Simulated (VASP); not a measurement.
# InGa2N3 (P-4m2) in VASP: relaxation of cell and atoms with PBE

Aim: the relaxation of cell and atoms of InGa2N3 with PBE.

Program: VASP 6.6.1. These are calculated values, not measurements. Logs are shortened: lines on timing, memory, paths and dates and some standing lists are left out, and cuts for length are marked.

## 1. The cell of the first run

It takes space group P-4m2 (No. 115, tetragonal). The conventional cell has a = 3.016 Å, b = 3.016 Å, c = 9.581 Å, α = 90.00°, β = 90.00°, γ = 90.00°. In (site symmetry -4m2) has 4 N at 2.13 Å within 2.8 Å. Within 2.8 Å of Ga (site symmetry 2mm) lie 5 N at 2.09 to 2.13 Å. Within 2.8 Å of N (site symmetry 2mm) lie 5 Ga at 2.09 to 2.13 Å. Within 2.8 Å of N (site symmetry -4m2) lie 4 In at 2.13 Å.

The cell was built from a structure type or drawn by symmetry, and may not be a known phase.

## 2. Relaxation of cell and atoms, PBE

Input file INCAR:

```
SYSTEM = InGa2N3
PREC     = Accurate       ! precision mode
ENCUT    = 600            ! plane-wave cutoff, eV
EDIFF    = 1E-6           ! SCF threshold, eV
ISMEAR   = 0              ! smearing method
SIGMA    = 0.1            ! smearing width, eV
LREAL    = .False.        ! projectors in reciprocal space
LASPH    = .True.         ! aspherical terms in the spheres
NELM     = 80             ! most SCF steps
ALGO     = Normal         ! electronic algorithm
ISIF     = 3              ! what is computed and relaxed
LWAVE    = .False.        ! write WAVECAR
LCHARG   = .False.        ! write CHGCAR
GGA      = PE             ! functional
IBRION   = 2              ! ionic algorithm
NSW      = 100            ! ionic steps
EDIFFG   = -0.01          ! ionic threshold
```

Input file KPOINTS:

```
Automatic mesh
0
Gamma
  12 12 4
  0 0 0
```

Input file POSCAR:

```
InGa2N3
1.0
    3.0164883020      0.0000000000      0.0000000000
    0.0000000000      3.0164883020      0.0000000000
    0.0000000000      0.0000000000      9.5811907468
In Ga N
1 2 3
Direct
    0.5000000000      0.5000000000      0.0000000000
    0.5000000000      0.0000000000      0.6051154834
    0.0000000000      0.5000000000      0.3948845166
    0.5000000000      0.0000000000      0.3865717808
    0.0000000000      0.5000000000      0.6134282192
    0.0000000000      0.0000000000      0.0000000000
```

Potentials or basis: VASP PAW PBE potentials, release 64 (In_d, Ga_d, N).

Launch:

```sh
$ cat potpaw_PBE.64/In_d/POTCAR potpaw_PBE.64/Ga_d/POTCAR potpaw_PBE.64/N/POTCAR > POTCAR
$ mpirun -np 1 vasp_std > vasp.out
```

OUTCAR:

```text
SYSTEM = InGa2N3
   PREC = Accurate
   ENCUT = 600
   EDIFF = 1E-6
   ISMEAR = 0
   LREAL = .False.
   LASPH = .True.
   NELM = 80
   ISIF = 3
   GGA = PE
   IBRION = 2
   NSW = 100
   EDIFFG = -0.01

 ion  position               nearest neighbor table
   1  0.500  0.500  0.000-   6 2.13   6 2.13   6 2.13   6 2.13
   2  0.500  0.000  0.605-   4 2.09   5 2.13   5 2.13   5 2.13   5 2.13
   3  0.000  0.500  0.395-   5 2.09   4 2.13   4 2.13   4 2.13   4 2.13
   4  0.500  0.000  0.387-   2 2.09   3 2.13   3 2.13   3 2.13   3 2.13
   5  0.000  0.500  0.613-   3 2.09   2 2.13   2 2.13   2 2.13   2 2.13
   6  0.000  0.000  0.000-   1 2.13   1 2.13   1 2.13   1 2.13

  LATTYP: Found a simple tetragonal cell.
 ALAT       =     3.0164883020
 C/A-ratio  =     3.1762731321

  Lattice vectors:

 A1 = (   3.0164883020,   0.0000000000,   0.0000000000)
 A2 = (   0.0000000000,   3.0164883020,   0.0000000000)
 A3 = (   0.0000000000,   0.0000000000,   9.5811907468)

Analysis of symmetry for initial positions (statically):
=====================================================================
 Subroutine PRICEL returns:
 Original cell was already a primitive cell.

 Routine SETGRP: Setting up the symmetry group for a
 simple tetragonal supercell.

 Subroutine GETGRP returns: Found  8 space group operations
 (whereof  8 operations were pure point group operations)
 out of a pool of 16 trial point group operations.

The static configuration has the point symmetry D_2d.

Analysis of symmetry for dynamics (positions and initial velocities):
=====================================================================
 Subroutine PRICEL returns:
 Original cell was already a primitive cell.

 Routine SETGRP: Setting up the symmetry group for a
 simple tetragonal supercell.

 Subroutine GETGRP returns: Found  8 space group operations
 (whereof  8 operations were pure point group operations)
 out of a pool of 16 trial point group operations.

The dynamic configuration has the point symmetry D_2d.

 Subroutine INISYM returns: Found  8 space group operations
 (whereof  8 operations are pure point group operations),
 and found     1 'primitive' translations

----------------------------------------------------------------------------------------

                                     Primitive cell

  volume of cell :      87.1812

  direct lattice vectors                    reciprocal lattice vectors
     3.016488302  0.000000000  0.000000000     0.331511314  0.000000000  0.000000000
     0.000000000  3.016488302  0.000000000     0.000000000  0.331511314  0.000000000
     0.000000000  0.000000000  9.581190747     0.000000000  0.000000000  0.104371161

  length of vectors
     3.016488302  3.016488302  9.581190747     0.331511314  0.331511314  0.104371161

  position of ions in fractional coordinates (direct lattice)
     0.500000000  0.500000000  0.000000000
     0.500000000  0.000000000  0.605115483
     0.000000000  0.500000000  0.394884517
     0.500000000  0.000000000  0.386571781
     0.000000000  0.500000000  0.613428219
     0.000000000  0.000000000  0.000000000

  ion indices of the primitive-cell ions
   primitive index   ion index
                 1           1
                 2           2
                 3           3
                 4           4
                 5           5
                 6           6

----------------------------------------------------------------------------------------

 KPOINTS: Automatic mesh

Automatic generation of k-mesh.
 Grid dimensions read from file:
 generate k-points for:   12   12    4

 Generating k-lattice:

  Cartesian coordinates                     Fractional coordinates (reciprocal lattice)
     0.027625943  0.000000000  0.000000000     0.083333333  0.000000000  0.000000000
     0.000000000  0.027625943  0.000000000     0.000000000  0.083333333  0.000000000
     0.000000000  0.000000000  0.026092790     0.000000000  0.000000000  0.250000000

  Length of vectors
     0.027625943  0.027625943  0.026092790

  Shift w.r.t. Gamma in fractional coordinates (k-lattice)
     0.000000000  0.000000000  0.000000000

 Subroutine IBZKPT returns following result:
 ===========================================

 Found     84 irreducible k-points:

 Following reciprocal coordinates:
            Coordinates               Weight
  0.000000  0.000000  0.000000      1.000000
  0.083333  0.000000  0.000000      4.000000
  0.166667  0.000000  0.000000      4.000000
  0.250000  0.000000  0.000000      4.000000
  0.333333  0.000000  0.000000      4.000000
  0.416667  0.000000  0.000000      4.000000
[... 16 lines left out ...]
  0.333333  0.333333  0.000000      4.000000
  0.416667  0.333333  0.000000      8.000000
 [... further k-points ...]
   k-points           NKPTS =     84   k-points in BZ     NKDIM =     84   number of bands    NBANDS=     32
   number of dos      NEDOS =    301   number of ions     NIONS =      6
   total plane-waves  NPLWV =  46080
   dimension x,y,z NGX =    24 NGY =   24 NGZ =   80
   dimension x,y,z NGXF=    48 NGYF=   48 NGZF=  160
   ions per type =               1   2   3
   NGX,Y,Z   is equivalent  to a cutoff of  13.23, 13.23, 13.88 a.u.
   NGXF,Y,Z  is equivalent  to a cutoff of  26.45, 26.45, 27.76 a.u.
 SYSTEM =  InGa2N3
   PREC   = accura    normal or accurate (medium, high low for compatibility)
   ISTART =      0    job   : 0-new  1-cont  2-samecut
   ICHARG =      2    charge: 1-file 2-atom 10-const
   ISPIN  =      1    spin polarized calculation?
   LNONCOLLINEAR =      F non collinear calculations
   LSORBIT =      F    spin-orbit coupling
   LASPH  =      T    aspherical Exc in radial PAW
   ENCUT  =  600.0 eV  44.10 Ry    6.64 a.u.   6.02  6.02 19.14*2*pi/ulx,y,z
   NELM   =     80;   NELMIN=  2; NELMDL= -5     # of ELM steps
   EDIFF  = 0.1E-05   stopping-criterion for ELM
   LREAL  =      F    real-space projection
   EDIFFG = -.1E-01   stopping-criterion for IOM
   NSW    =    100    number of steps for IOM
   IBRION =      2    ionic relax: 0-MD 1-quasi-New 2-CG
   NFREE  =      1    steps in history (QN), initial steepest desc. (CG)
   ISIF   =      3    stress and relaxation
   ISYM   =      2    0-nonsym 1-usesym 2-fastsym
   POTIM  = 0.5000    time-step for ionic-motion
   TEBEG  =    0.0;   TEEND  =   0.0 temperature during run
   PSTRESS=    0.0 pullay stress
   NELECT =      54.0000    total number of electrons
   NUPDOWN=      -1.0000    fix difference up-down
   EMIN   =  10.00;   EMAX   =-10.00  energy-range for DOS
   EFERMI =   0.00;   METHOD = LEGACY
   ISMEAR =     0;   SIGMA  =   0.10  broadening in eV -4-tet -1-fermi 0-gaus
   EFERMI_NEDOS =   21; number of points for ismear=-14 and -15
   IALGO  =     38    algorithm
   IMIX   =      4    mixing-type and parameters
     AMIX     =   0.40;   BMIX     =  1.00
     AMIX_MAG =   1.60;   BMIX_MAG =  1.00
  volume/ion in A,a.u.               =      14.53        98.05
  Fermi-wavevector in a.u.,A,eV,Ry     =   1.395506  2.637125 26.496503  1.947438
  Thomas-Fermi vector in A             =   2.518952
   LORBIT       =      0    0 simple, 1 ext, 2 COOP (PROOUT), +10 PAW based schemes
   GGA     = PE    functional components
   LHFCALC =     F    Hartree Fock is set to
   AEXX    =    0.0000 exact exchange contribution
   IVDW    =     0    specifies the selected vdW correction
   LEPSILON=     F    determine dielectric tensor
   LRPA    =     F    only Hartree local field effects (RPA)
 conjugate gradient relaxation of ions
 non-spin polarized calculation
 Gauss-broadening in eV      SIGMA  =   0.10
  energy-cutoff  :      600.00
  volume of cell :       87.18
 maximum number of plane-waves:      2942
   NGX = 13   NGY = 13   NGZ = 39

--------------------------------------- Ionic step        1  -------------------------------------------

 number of electron      54.0000025 magnetization

 Free energy of the ion-electron system (eV)
  ---------------------------------------------------
  ext. energy  EPLUGINS =         0.00000000
  ---------------------------------------------------
  free energy    TOTEN  =       -30.80030142 eV

  energy without entropy =      -30.79652185  energy(sigma->0) =      -30.79841163

------------------------ aborting loop because EDIFF is reached ----------------------------------------

  FORCE on cell =-STRESS in cart. coord.  units (eV):
  Direction    XX          YY          ZZ          XY          YZ          ZX
  --------------------------------------------------------------------------------------
  -------------------------------------------------------------------------------------
  Total        0.0467424      0.0467424      0.1685885      0.0000000      0.0000000      0.0000000
  in kB        0.8590114      0.8590114      3.0982447      0.0000000      0.0000000      0.0000000
  external PRESSURE =       1.6054225 kB  Pullay stress =       0.0000000 kB
[... 65 lines left out ...]
  energy  without entropy=      -30.7967548967  energy(sigma->0) =      -30.79864930

--------------------------------------- Ionic step        3  -------------------------------------------

 number of electron      54.0000025 magnetization

 Free energy of the ion-electron system (eV)
  ---------------------------------------------------
  ext. energy  EPLUGINS =         0.00000000
  ---------------------------------------------------
  free energy    TOTEN  =       -30.80054581 eV

  energy without entropy =      -30.79675683  energy(sigma->0) =      -30.79865132

 E-fermi :   5.6640     XC(G=0): -10.4755

 val. band max:        5.6609974414   @ k =   0.5000   0.5000   0.2500
 cond. band min:       5.6703826351   @ k =   0.5000   0.5000   0.5000
 fundamental gap:      0.0093851936
 Fermi energy:         5.6640112299

 k-point     1 :       0.0000    0.0000    0.0000
  band No.  band energies     occupation
      1     -11.3282      2.00000
      2     -11.1254      2.00000
      3     -10.7420      2.00000
      4      -9.4626      2.00000
      5      -9.3547      2.00000
      6      -9.3519      2.00000
[... 829 lines left out ...]
     31       9.2129      0.00000
     32      11.9152      0.00000

 [... further k-points ...]

------------------------ aborting loop because EDIFF is reached ----------------------------------------

  FORCE on cell =-STRESS in cart. coord.  units (eV):
  Direction    XX          YY          ZZ          XY          YZ          ZX
  --------------------------------------------------------------------------------------
  -------------------------------------------------------------------------------------
  Total       -0.0439111     -0.0439111      0.0563117      0.0000000      0.0000000      0.0000000
  in kB       -0.8054314     -0.8054314      1.0328871      0.0000000      0.0000000      0.0000000
  external PRESSURE =      -0.1926586 kB  Pullay stress =       0.0000000 kB
[... 21 lines left out ...]
  FREE ENERGIE OF THE ION-ELECTRON SYSTEM (eV)
  ---------------------------------------------------
  free  energy   TOTEN  =       -30.8005458143 eV

  energy  without entropy=      -30.7967568339  energy(sigma->0) =      -30.79865132

 reached required accuracy - stopping structural energy minimisation
```

It took 3.7 min on 1 thread of AMD EPYC 9R45 (Zen 5), shared host; peak memory 0.38 GiB.

Results:

* Free energy: -30.8005 eV
* Relaxed volume: 14.56 Å³/atom
* Relaxed cell: a = 3.018 Å, b = 3.018 Å, c = 9.593 Å, α = 90.00°, β = 90.00°, γ = 90.00°
* Space group after relaxing (to 0.1 Å): P-4m2 (No. 115)
* Energy gained by relaxing: 0.0 meV/atom
* Ionic steps: 3
* Pressure after relaxing: 0.0 GPa
* Band gap on the k mesh: zero (bands 27 and 28 overlap by 0.95 eV)

The path:
| step | energy change (eV) | largest force (eV/Å) | pressure (GPa) | volume (Å³) |
| --- | --- | --- | --- | --- |
| 1 | 0.0000 | 0.0419 | 0.16 | 87.18 |
| 2 | -0.0002 | 0.0044 | -0.10 | 87.36 |
| 3 | -0.0002 | 0.0019 | -0.02 | 87.35 |

Final structure:
```cif
data_structure
_symmetry_space_group_name_H-M 'P 1'
_symmetry_Int_Tables_number 1
_cell_length_a 3.0175
_cell_length_b 3.0175
_cell_length_c 9.5930
_cell_angle_alpha 90.000
_cell_angle_beta 90.000
_cell_angle_gamma 90.000
_cell_volume 87.35
loop_
_atom_site_label
_atom_site_type_symbol
_atom_site_fract_x
_atom_site_fract_y
_atom_site_fract_z
_atom_site_occupancy
In1 In 0.50000 0.50000 0.00000 1
Ga1 Ga 0.50000 0.00000 0.60531 1
Ga2 Ga 0.00000 0.50000 0.39469 1
N1 N 0.50000 0.00000 0.38645 1
N2 N 0.00000 0.50000 0.61355 1
N3 N 0.00000 0.00000 0.00000 1
```

Levels at points of the mesh, in eV from the Fermi level:
```csv
k point,band 25,band 26,band 27,band 28,band 29,band 30
"(0.00, 0.00, 0.00)",-2.35,-1.76,-1.76,-0.79,0.87,1.84
"(0.50, 0.00, 0.00)",-0.95,-0.94,0.16,1.35,3.14,4.19
"(0.50, 0.50, 0.00)",-3.55,-3.55,-1.17,-0.01,0.07,0.07
"(0.00, 0.00, 0.50)",-2.35,-1.76,-1.76,-0.05,0.11,1.84
"(0.50, 0.00, 0.50)",-0.95,-0.94,0.16,1.84,2.86,3.29
"(0.50, 0.50, 0.50)",-3.54,-3.54,-1.17,0.01,0.05,0.05
```

Caveat: spin-orbit coupling is left out, which moves the levels of the heavy elements.
